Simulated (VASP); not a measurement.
# TaN (P-6m2) in VASP: a series of runs, part 3 of 3

VASP 6.6.1. Earlier steps stand in the parts before.

## Step 5: Single point, PBEsol (9.99 Å³/atom)

This run uses another cell than the first one, of 9.99 Å³/atom.

The input, INCAR:

```
SYSTEM = TaN
PREC = Accurate ; ENCUT = 520
EDIFF = 1E-7 ; ISMEAR = 0
SIGMA = 0.1 ; LREAL = .False.
LASPH = .True. ; NELM = 80
ALGO = Normal ; ISIF = 2
LWAVE = .False. ; LCHARG = .False.
GGA = PS ; NBANDS = 15
```

The input, KPOINTS:

```
regular mesh
0
Gamma
  18 18 14
  0 0 0
```

The input, POSCAR:

```
TaN
1.0
    2.8604455963      0.0000000000      0.0000000000
   -1.4302227982      2.4772185525      0.0000000000
    0.0000000000      0.0000000000      2.8197067412
Ta N
1 1
Direct
    0.3333333333      0.6666666667      0.5000000000
    0.0000000000      0.0000000000      0.0000000000
```

Potentials or basis: VASP PAW PBE potentials, release 64 (Ta_pv, N).

Run with:

```console
cat potpaw_PBE.64/Ta_pv/POTCAR potpaw_PBE.64/N/POTCAR > POTCAR
mpirun -np 1 vasp_std > vasp.out
```

OUTCAR:

```text
SYSTEM = TaN
   PREC = Accurate
   ENCUT = 520
   EDIFF = 1E-7
   ISMEAR = 0
   LREAL = .False.
   LASPH = .True.
   NELM = 80
   ISIF = 2
   GGA = PS

 ion  position               nearest neighbor table
   1  0.333  0.667  0.500-   2 2.17   2 2.17   2 2.17   2 2.17   2 2.17   2 2.17
   2  0.000  0.000  0.000-   1 2.17   1 2.17   1 2.17   1 2.17   1 2.17   1 2.17

  LATTYP: Found a hexagonal cell.
 ALAT       =     2.8604455963
 C/A-ratio  =     0.9857578640

  Lattice vectors:

[... 621 lines left out ...]

  FORCE on cell =-STRESS in cart. coord.  units (eV):
  Direction    XX          YY          ZZ          XY          YZ          ZX
  --------------------------------------------------------------------------------------
  -------------------------------------------------------------------------------------
  Total        3.3292567      3.3292567      3.3637836     -0.0000000      0.0000000     -0.0000000
  in kB      266.9659677    266.9659677    269.7346048     -0.0000000      0.0000000     -0.0000000
  external PRESSURE =     267.8888467 kB  Pullay stress =       0.0000000 kB

 VOLUME and BASIS-vectors are now :
 -----------------------------------------------------------------------------
  energy-cutoff  :      520.00
  volume of cell :       19.98
      direct lattice vectors                 reciprocal lattice vectors
     2.860445596  0.000000000  0.000000000     0.349595882  0.201839276  0.000000000
    -1.430222798  2.477218553  0.000000000     0.000000000  0.403678553  0.000000000
     0.000000000  0.000000000  2.819706741     0.000000000  0.000000000  0.354646810

 POSITION                                       TOTAL-FORCE (eV/Angst)
 -----------------------------------------------------------------------------------
     -0.00000      1.65148      1.40985        -0.000000      0.000000      0.000000
      0.00000      0.00000      0.00000         0.000000     -0.000000      0.000000
 -----------------------------------------------------------------------------------
    total drift:                                0.000000     -0.000000     -0.000000

  FREE ENERGIE OF THE ION-ELECTRON SYSTEM (eV)
  ---------------------------------------------------
  free  energy   TOTEN  =       -23.7000842982 eV

  energy  without entropy=      -23.6998422463  energy(sigma->0) =      -23.69996327
```

OSZICAR:

```text
N       E                     dE             d eps       ncg     rms          rms(c)
DAV:   1     0.909890105545E+02    0.90989E+02   -0.88282E+03  8880   0.115E+03
DAV:   2    -0.232647553527E+02   -0.11425E+03   -0.10759E+03 10728   0.311E+02
DAV:   3    -0.259789018793E+02   -0.27141E+01   -0.27030E+01 10364   0.448E+01
DAV:   4    -0.259889577951E+02   -0.10056E-01   -0.10053E-01 11372   0.296E+00
DAV:   5    -0.259890078041E+02   -0.50009E-04   -0.50008E-04 10413   0.196E-01    0.277E+01
DAV:   6    -0.237735750245E+02    0.22154E+01   -0.33873E+00 11423   0.224E+01    0.122E+01
DAV:   7    -0.237325646672E+02    0.41010E-01   -0.56717E-01  9307   0.568E+00    0.789E+00
DAV:   8    -0.237070893556E+02    0.25475E-01   -0.10765E-01 11085   0.276E+00    0.159E+00
DAV:   9    -0.237001525007E+02    0.69369E-02   -0.13458E-02 10035   0.973E-01    0.161E-01
DAV:  10    -0.237001576003E+02   -0.50995E-05   -0.10383E-03 10938   0.381E-01    0.797E-02
DAV:  11    -0.237000837652E+02    0.73835E-04   -0.10121E-04 10490   0.111E-01    0.918E-03
DAV:  12    -0.237000843622E+02   -0.59700E-06   -0.12054E-05  9328   0.324E-02    0.535E-03
DAV:  13    -0.237000842982E+02    0.63983E-07   -0.57758E-08  8171   0.216E-03
   1 F= -.23700084E+02 E0= -.23699963E+02  d E =-.242052E-03
```

stdout:

```text
POSCAR found type information on POSCAR TaN
 POSCAR found :  2 types and       2 ions
 scaLAPACK will be used
 -----------------------------------------------------------------------------
|                                                                             |
|                                                                             |
|     You enforced a specific xc type in the INCAR file but a different       |
|     I HOPE YOU KNOW WHAT YOU ARE DOING!                                     |
|                                                                             |
 -----------------------------------------------------------------------------

 LDA part: xc-table for (Slater+PW92), standard interpolation
 POSCAR, INCAR and KPOINTS ok, starting setup
 FFT: planning ... GRIDC
 FFT: planning ... GRID_SOFT
 FFT: planning ... GRID
 WAVECAR not read
 entering main loop
```

It took 1.8 min on 1 thread of Intel Xeon 8259CL, shared host; peak memory 0.21 GiB.

What came out:

```yaml
Free_energy: -23.7001 eV
Pressure: 26.8 GPa
Band_gap_on_the_k_mesh: zero (bands 8 and 9 overlap by 0.35 eV)
```

Caveat: the cell stands under pressure; the PAW data sets were made with another functional, which shifts forces and pressure a little; spin-orbit coupling is left out, which moves the levels of the heavy elements.

## Step 6: Overview

| cell | k mesh | gap on the mesh (eV) | pressure (GPa) |
| --- | --- | --- | --- |
| a = 2.968, b = 2.968, c = 2.855 Å, angles 90.0, 90.0, 120.0°, 2 atoms | 24 × 24 × 18 | none | -7.1 |
| a = 2.968, b = 2.968, c = 2.845 Å, angles 90.0, 90.0, 120.0°, 2 atoms | 24 × 24 × 18 | none | -5.7 |
| a = 3.012, b = 3.012, c = 2.819 Å, angles 90.0, 90.0, 120.0°, 2 atoms | 24 × 24 × 18 | none | -11.2 |
| a = 2.860, b = 2.860, c = 2.820 Å, angles 90.0, 90.0, 120.0°, 2 atoms | 18 × 18 × 14 | none | 26.8 |

Alike in all rows: task single point; level PBEsol; potentials or basis VASP PAW PBE potentials, release 64 (Ta_pv, N); no spin polarisation; cutoff (eV) 520; smearing gaussian 0.1 eV.

Caveats: the PAW data sets were made with another functional, which shifts forces and pressure a little; spin-orbit coupling is left out, which moves the levels of the heavy elements; the cell stands under tension (at least some runs); the cell stands under pressure (at least some runs).

Absolute energies hang on the potentials; compare differences alone.
